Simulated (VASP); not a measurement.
HfC:

```xyz
4
Lattice="3.7080 0.0000 0.0000 -1.8540 3.2112 0.0000 0.0000 0.0000 6.0490" Properties=species:S:1:pos:R:3 pbc="T T T"
Hf    1.8540    1.0704    3.0242
Hf    0.0000    2.1408    6.0487
C     1.8540    1.0704    5.2983
C     0.0000    2.1408    2.2738
```

| Quantity | Value |
| --- | --- |
| Program | VASP 6.6.1 |
| Task | relaxation of cell and atoms |
| Functional | PBE |
| Potentials or basis | VASP PAW PBE potentials, release 64 (Hf_pv, C) |
| Cutoff | 600 eV |
| k mesh | 6 × 6 × 4 |
| Occupations | gaussian, width 0.1 eV |
| Spin | no spin polarisation |

At the start: pressure -16.4 GPa; volume 18.01 Å³/atom.

How do energy, volume and symmetry change on relaxing?

Over 19 steps the energy falls by 376.7 meV/atom and the volume is 14.87 Å³/atom (-17.4 %); space group P6_3mc (No. 186, to 0.05 Å).

Step by step:
```csv
step,energy change (eV),largest force (eV/Å),pressure (GPa),volume (Å³)
1,0.0000,0.3389,-16.39,72.03
2,0.1945,0.9318,32.44,54.45
3,-0.5412,0.4855,0.19,63.18
4,-0.5417,0.4918,0.76,62.96
5,-0.6263,0.4449,0.49,62.90
6,-0.8765,0.7463,-1.14,62.49
7,-1.3181,1.3952,-0.45,60.66
8,-1.3476,1.1890,-0.64,60.63
9,-1.3772,0.6314,-0.58,60.52
10,-1.4094,0.5443,-0.96,60.49
11,-1.4758,0.3075,-1.77,60.38
12,-1.4858,0.0661,-2.17,60.12
13,-1.5004,0.0797,-2.19,60.24
14,-1.5004,0.0885,-2.18,60.25
15,-1.5039,0.0847,-1.31,59.95
16,-1.5060,0.0787,0.00,59.52
17,-1.5060,0.0782,0.12,59.48
18,-1.5063,0.0668,0.10,59.48
19,-1.5069,0.0340,0.05,59.49
```

Final structure:
```cif
data_structure
_symmetry_space_group_name_H-M 'P 1'
_symmetry_Int_Tables_number 1
_cell_length_a 3.8404
_cell_length_b 3.8404
_cell_length_c 4.6575
_cell_angle_alpha 90.000
_cell_angle_beta 90.000
_cell_angle_gamma 120.000
_cell_volume 59.49
loop_
_atom_site_label
_atom_site_type_symbol
_atom_site_fract_x
_atom_site_fract_y
_atom_site_fract_z
_atom_site_occupancy
Hf1 Hf 0.66667 0.33333 0.44644 1
Hf2 Hf 0.33333 0.66667 0.94644 1
C1 C 0.66667 0.33333 0.92942 1
C2 C 0.33333 0.66667 0.42942 1
```

Caveat: the volume moved by over 15 % at a fixed basis, so the end points are rough.
